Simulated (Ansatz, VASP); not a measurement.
# CdS in VASP and in Ansatz

```xyz
2
Lattice="4.2612 0.0000 0.0000 -2.1306 3.6903 0.0000 0.0000 0.0000 5.8042" Properties=species:S:1:pos:R:3 pbc="T T T"
Cd    0.0000    0.0000    2.5695
S     2.1306    1.2301    2.5208
```

Alike in both runs: task relaxation of cell and atoms; functional BLYP; k mesh 7 × 7 × 5; occupations fermi-dirac, width 0.05 eV; no spin polarisation.

|  | VASP | Ansatz |
| --- | --- | --- |
| version | VASP 6.6.1 | Ansatz 0.2.0 |
| potentials or method | VASP PAW PBE potentials, release 64 (Cd, S) | Ansatz PAW |
| plane-wave cutoff (eV) | 600 | 420 |
| valence electrons in the cell | 18 | 26 |

```tsv
	VASP	Ansatz	Ansatz less VASP
gap on the k mesh at the Fermi level, each at its own relaxed structure (eV)	1.33	1.35	+0.015
relaxed volume (Å³/atom)	52.71	57.62	+4.905
relaxed length of the cell vector where the two differ most in proportion (Å)	6.506	7.136	+0.6297
```

VASP's potentials were made for PBE, not for BLYP. One of these differences is far larger than is usual between the two programs; its cause wasn't traced. VASP's potentials hold 18 valence electrons a cell and Ansatz's 26, so a difference there can come from the potentials and not from the codes.

Noted on VASP's run: the volume moved by over 15 % at a fixed basis, so the end points are rough. Noted on Ansatz's run: the volume moved by over 15 % at a fixed basis, so the end points are rough; odd divisions of the mesh miss points on the zone boundary, where band edges often lie, so the gap on the mesh can be too wide; the plane-wave basis is chosen anew once the cell has moved, so the energies of steps on either side of that aren't comparable.
